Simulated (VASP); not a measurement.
# ZnSbO (P4/mmm) in VASP: single point with PBE

Aim: the single point of ZnSbO with PBE.

All numbers are computed with VASP 6.6.1; they aren't measurements. Logs are shortened: lines on timing, memory, paths and dates and some standing lists are left out, and cuts for length are marked.

**1. The cell of the first run**

The structure is tetragonal, space group P4/mmm (No. 123). The conventional cell has a = 2.896 Å, b = 2.896 Å, c = 7.410 Å, α = 90.00°, β = 90.00°, γ = 90.00°. Zn (site symmetry 4/mmm) has 4 O at 2.05 Å within 2.7 Å. Within 3.8 Å of Sb (site symmetry 4/mmm) lie 4 Sb at 2.90 Å and 2 O at 3.71 Å. O (site symmetry 4/mmm) has 4 Zn at 2.05 Å within 2.7 Å.

**2. Single point, PBE**

Input file POSCAR:

```
ZnSbO
1.0
    2.8955853609      0.0000000000      0.0000000000
    0.0000000000      2.8955853609      0.0000000000
    0.0000000000      0.0000000000      7.4102557853
Zn Sb O
1 1 1
Direct
    0.5000000000      0.5000000000      0.0000000000
    0.0000000000      0.0000000000      0.5000000000
    0.0000000000      0.0000000000      0.0000000000
```

Input file INCAR.step1:

```
PREC = Accurate
ENCUT = 520
EDIFF = 1E-6
ISMEAR = 0
SIGMA = 0.1
LREAL = False
LASPH = True
NELM = 120
ALGO = Normal
ISIF = 2
LWAVE = False
LCHARG = True
GGA = PE
NBANDS = 24
GGA_COMPAT = False
NEDOS = 2001
LORBIT = 11
```

Input file KPOINTS.step1:

```
Automatic mesh
0
Gamma
  16 16 6
```

Input file INCAR.step2:

```
PREC = Accurate
ENCUT = 520
EDIFF = 1E-6
ISMEAR = -5
SIGMA = 0.1
LREAL = False
LASPH = True
NELM = 120
ALGO = Normal
ISIF = 2
LWAVE = False
LCHARG = False
GGA = PE
LORBIT = 11
NBANDS = 24
NEDOS = 2001
ICHARG = 11
GGA_COMPAT = False
```

Input file KPOINTS.step2:

```
Automatic mesh
0
Gamma
  24 24 9
```

Potentials or basis: VASP PAW PBE potentials, release 64 (Zn, Sb_d_GW, O).

On the command line:

```sh
cat potpaw_PBE.64/Zn/POTCAR potpaw_PBE.64/Sb_d_GW/POTCAR potpaw_PBE.64/O/POTCAR > POTCAR
cp INCAR.step1 INCAR
cp KPOINTS.step1 KPOINTS
mpirun -np 1 vasp_std > vasp.out
cp INCAR.step2 INCAR
cp KPOINTS.step2 KPOINTS
mpirun -np 1 vasp_std > vasp.out
```

OUTCAR:

```text
PREC = Accurate
   ENCUT = 520
   EDIFF = 1E-6
   ISMEAR = -5
   LREAL = False
   LASPH = True
   NELM = 120
   ISIF = 2
   GGA = PE
   LORBIT = 11
   ICHARG = 11

 ion  position               nearest neighbor table
   1  0.500  0.500  0.000-   3 2.05   3 2.05   3 2.05   3 2.05
   2  0.000  0.000  0.500-
   3  0.000  0.000  0.000-   1 2.05   1 2.05   1 2.05   1 2.05

  LATTYP: Found a simple tetragonal cell.
 ALAT       =     2.8955853609
 C/A-ratio  =     2.5591563921

  Lattice vectors:

 A1 = (   2.8955853609,   0.0000000000,   0.0000000000)
 A2 = (   0.0000000000,   2.8955853609,   0.0000000000)
 A3 = (   0.0000000000,   0.0000000000,   7.4102557853)

Analysis of symmetry for initial positions (statically):
=====================================================================
 Subroutine PRICEL returns:
 Original cell was already a primitive cell.

 Routine SETGRP: Setting up the symmetry group for a
 simple tetragonal supercell.

 Subroutine GETGRP returns: Found 16 space group operations
 (whereof 16 operations were pure point group operations)
 out of a pool of 16 trial point group operations.

The static configuration has the point symmetry D_4h.

Analysis of symmetry for dynamics (positions and initial velocities):
=====================================================================
 Subroutine PRICEL returns:
 Original cell was already a primitive cell.

 Routine SETGRP: Setting up the symmetry group for a
 simple tetragonal supercell.

 Subroutine GETGRP returns: Found 16 space group operations
 (whereof 16 operations were pure point group operations)
 out of a pool of 16 trial point group operations.

The dynamic configuration has the point symmetry D_4h.

 Subroutine INISYM returns: Found 16 space group operations
 (whereof 16 operations are pure point group operations),
 and found     1 'primitive' translations

----------------------------------------------------------------------------------------

                                     Primitive cell

  volume of cell :      62.1307

  direct lattice vectors                    reciprocal lattice vectors
     2.895585361  0.000000000  0.000000000     0.345353314  0.000000000  0.000000000
     0.000000000  2.895585361  0.000000000     0.000000000  0.345353314  0.000000000
     0.000000000  0.000000000  7.410255785     0.000000000  0.000000000  0.134948108

  length of vectors
     2.895585361  2.895585361  7.410255785     0.345353314  0.345353314  0.134948108

  position of ions in fractional coordinates (direct lattice)
     0.500000000  0.500000000  0.000000000
     0.000000000  0.000000000  0.500000000
     0.000000000  0.000000000  0.000000000

  ion indices of the primitive-cell ions
   primitive index   ion index
                 1           1
                 2           2
                 3           3

----------------------------------------------------------------------------------------

 KPOINTS: Automatic mesh

Automatic generation of k-mesh.
 Grid dimensions read from file:
 generate k-points for:   24   24    9

 Generating k-lattice:

  Cartesian coordinates                     Fractional coordinates (reciprocal lattice)
     0.014389721  0.000000000  0.000000000     0.041666667  0.000000000  0.000000000
     0.000000000  0.014389721  0.000000000     0.000000000  0.041666667  0.000000000
     0.000000000  0.000000000  0.014994234     0.000000000  0.000000000  0.111111111

  Length of vectors
     0.014389721  0.014389721  0.014994234

  Shift w.r.t. Gamma in fractional coordinates (k-lattice)
     0.000000000  0.000000000  0.000000000

 TETIRR: Found   7788 inequivalent tetrahedra from    31104

 Subroutine IBZKPT returns following result:
 ===========================================

 Found    455 irreducible k-points:

 Following reciprocal coordinates:
            Coordinates               Weight
  0.000000  0.000000  0.000000      1.000000
  0.041667  0.000000  0.000000      4.000000
  0.083333  0.000000  0.000000      4.000000
  0.125000  0.000000  0.000000      4.000000
  0.166667  0.000000  0.000000      4.000000
  0.208333  0.000000  0.000000      4.000000
[... 16 lines left out ...]
  0.416667  0.041667  0.000000      8.000000
  0.458333  0.041667  0.000000      8.000000
 [... further k-points ...]
   k-points           NKPTS =    455   k-points in BZ     NKDIM =    455   number of bands    NBANDS=     24
   number of dos      NEDOS =   2001   number of ions     NIONS =      3
   total plane-waves  NPLWV =  32256
   dimension x,y,z NGX =    24 NGY =   24 NGZ =   56
   dimension x,y,z NGXF=    48 NGYF=   48 NGZF=  112
   ions per type =               1   1   1
   NGX,Y,Z   is equivalent  to a cutoff of  13.78, 13.78, 12.56 a.u.
   NGXF,Y,Z  is equivalent  to a cutoff of  27.56, 27.56, 25.13 a.u.
 SYSTEM =  unknown system
   PREC   = accura    normal or accurate (medium, high low for compatibility)
   ISTART =      0    job   : 0-new  1-cont  2-samecut
   ICHARG =     11    charge: 1-file 2-atom 10-const
   ISPIN  =      1    spin polarized calculation?
   LNONCOLLINEAR =      F non collinear calculations
   LSORBIT =      F    spin-orbit coupling
   LASPH  =      T    aspherical Exc in radial PAW
   ENCUT  =  520.0 eV  38.22 Ry    6.18 a.u.   5.38  5.38 13.78*2*pi/ulx,y,z
   NELM   =    120;   NELMIN=  2; NELMDL=  0     # of ELM steps
   EDIFF  = 0.1E-05   stopping-criterion for ELM
   LREAL  =      F    real-space projection
   EDIFFG = 0.1E-04   stopping-criterion for IOM
   NSW    =      0    number of steps for IOM
   IBRION =     -1    ionic relax: 0-MD 1-quasi-New 2-CG
   NFREE  =      0    steps in history (QN), initial steepest desc. (CG)
   ISIF   =      2    stress and relaxation
   ISYM   =      2    0-nonsym 1-usesym 2-fastsym
   POTIM  = 0.5000    time-step for ionic-motion
   TEBEG  =    0.0;   TEEND  =   0.0 temperature during run
   PSTRESS=    0.0 pullay stress
   NELECT =      33.0000    total number of electrons
   NUPDOWN=      -1.0000    fix difference up-down
   EMIN   =  10.00;   EMAX   =-10.00  energy-range for DOS
   EFERMI =   0.00;   METHOD = LEGACY
   ISMEAR =    -5;   SIGMA  =   0.10  broadening in eV -4-tet -1-fermi 0-gaus
   EFERMI_NEDOS =   21; number of points for ismear=-14 and -15
   IALGO  =     38    algorithm
   IMIX   =      4    mixing-type and parameters
     AMIX     =   0.40;   BMIX     =  1.00
     AMIX_MAG =   1.60;   BMIX_MAG =  1.00
  volume/ion in A,a.u.               =      20.71       139.76
  Fermi-wavevector in a.u.,A,eV,Ry     =   1.325798  2.505396 23.915524  1.757741
  Thomas-Fermi vector in A             =   2.455233
   LORBIT       =     11    0 simple, 1 ext, 2 COOP (PROOUT), +10 PAW based schemes
   GGA     = PE    functional components
   LHFCALC =     F    Hartree Fock is set to
   AEXX    =    0.0000 exact exchange contribution
   IVDW    =     0    specifies the selected vdW correction
   LEPSILON=     F    determine dielectric tensor
   LRPA    =     F    only Hartree local field effects (RPA)
 non-spin polarized calculation
 Fermi weights with tetrahedron method with Bloechl corrections
  energy-cutoff  :      520.00
  volume of cell :       62.13
 maximum number of plane-waves:      1693
 NGX is ok and might be reduce to    24

 number of electron      33.0000003 magnetization

 Free energy of the ion-electron system (eV)
  ---------------------------------------------------
  ext. energy  EPLUGINS =         0.00000000
  ---------------------------------------------------
  free energy    TOTEN  =       -11.78403999 eV

  energy without entropy =      -11.78403999  energy(sigma->0) =      -11.78403999

 E-fermi :   2.6122     XC(G=0):  -9.5834

 val. band max:        2.6124930693   @ k =   0.4167   0.0833   0.0000
 cond. band min:       2.6353488627   @ k =   0.5000   0.0833   0.3333
 fundamental gap:      0.0228557934
 Fermi energy:         2.6122245940

 k-point     1 :       0.0000    0.0000    0.0000
  band No.  band energies     occupation
      1     -26.6531      2.00000
      2     -26.4578      2.00000
      3     -26.3171      2.00000
      4     -26.3171      2.00000
      5     -26.3030      2.00000
      6     -15.7597      2.00000
[... 16 lines left out ...]
     23      14.2004      0.00000
     24      16.4560      0.00000

 k-point     2 :       0.0417    0.0000    0.0000
  band No.  band energies     occupation
      1     -26.6494      2.00000
      2     -26.4561      2.00000
      3     -26.3188      2.00000
      4     -26.3169      2.00000
      5     -26.3045      2.00000
      6     -15.7475      2.00000
[... 16 lines left out ...]
     23      14.4301      0.00000
     24      16.3421      0.00000

 k-point     3 :       0.0833    0.0000    0.0000
  band No.  band energies     occupation
      1     -26.6387      2.00000
      2     -26.4510      2.00000
      3     -26.3239      2.00000
      4     -26.3165      2.00000
      5     -26.3090      2.00000
      6     -15.7117      2.00000
[... 16 lines left out ...]
     23      15.1438      0.00000
     24      15.3445      0.00000
[... 514 lines left out ...]
 k-point    23 :       0.4167    0.0417    0.0000
  band No.  band energies     occupation
      1     -26.5299      2.00000
      2     -26.4118      2.00000
      3     -26.3878      2.00000
      4     -26.3110      2.00000
      5     -26.2778      2.00000
      6     -15.0023      2.00000
[... 16 lines left out ...]
     23      12.4699      0.00000
     24      14.7551      0.00000

 k-point    24 :       0.4583    0.0417    0.0000
  band No.  band energies     occupation
      1     -26.5273      2.00000
      2     -26.4168      2.00000
      3     -26.3923      2.00000
      4     -26.3105      2.00000
      5     -26.2643      2.00000
      6     -14.9562      2.00000
[... 16 lines left out ...]
     23      12.9534      0.00000
     24      14.4006      0.00000

 [... further k-points ...]

------------------------ aborting loop because EDIFF is reached ----------------------------------------

  FORCE on cell =-STRESS in cart. coord.  units (eV):
  Direction    XX          YY          ZZ          XY          YZ          ZX
  --------------------------------------------------------------------------------------
  -------------------------------------------------------------------------------------
  Total        0.2965994      0.2965994     -0.1518436      0.0000000     -0.0000000     -0.0000000
  in kB        7.6484754      7.6484754     -3.9156256      0.0000000     -0.0000000     -0.0000000
  external PRESSURE =       3.7937751 kB  Pullay stress =       0.0000000 kB

 VOLUME and BASIS-vectors are now :
 -----------------------------------------------------------------------------
  energy-cutoff  :      520.00
  volume of cell :       62.13
      direct lattice vectors                 reciprocal lattice vectors
     2.895585361  0.000000000  0.000000000     0.345353314  0.000000000  0.000000000
     0.000000000  2.895585361  0.000000000     0.000000000  0.345353314  0.000000000
     0.000000000  0.000000000  7.410255785     0.000000000  0.000000000  0.134948108

 POSITION                                       TOTAL-FORCE (eV/Angst)
 -----------------------------------------------------------------------------------
      1.44779      1.44779      0.00000         0.000000      0.000000      0.000000
      0.00000      0.00000      3.70513         0.000000      0.000000      0.000000
      0.00000      0.00000      0.00000         0.000000      0.000000      0.000000
 -----------------------------------------------------------------------------------
    total drift:                                0.000000     -0.000000     -0.000000

  FREE ENERGIE OF THE ION-ELECTRON SYSTEM (eV)
  ---------------------------------------------------
  free  energy   TOTEN  =       -11.7840399869 eV

  energy  without entropy=      -11.7840399869  energy(sigma->0) =      -11.78403999

 total charge

# of ion       s       p       d       f       tot
--------------------------------------------------
    1        0.431   0.369   9.874   0.000  10.674
    2        1.341   1.364  10.006   0.011  12.721
    3        1.562   3.401   0.000   0.000   4.962
--------------------------------------------------
tot          3.334   5.133  19.880   0.011  28.357
```

Run time: 4.4 min. Hardware: 1 thread of Intel Xeon Platinum 8559C (Emerald Rapids), shared host; peak memory 0.85 GiB.

What came out:

| Quantity | Value |
| --- | --- |
| Valence electrons inside the program's atomic spheres | Zn 10.67; Sb 12.72; O 4.96 |

Caveat: spin-orbit coupling is left out, which moves the levels of the heavy elements; an odd number of electrons without spin polarisation forces a metal; a magnetic or distorted state may lie lower.
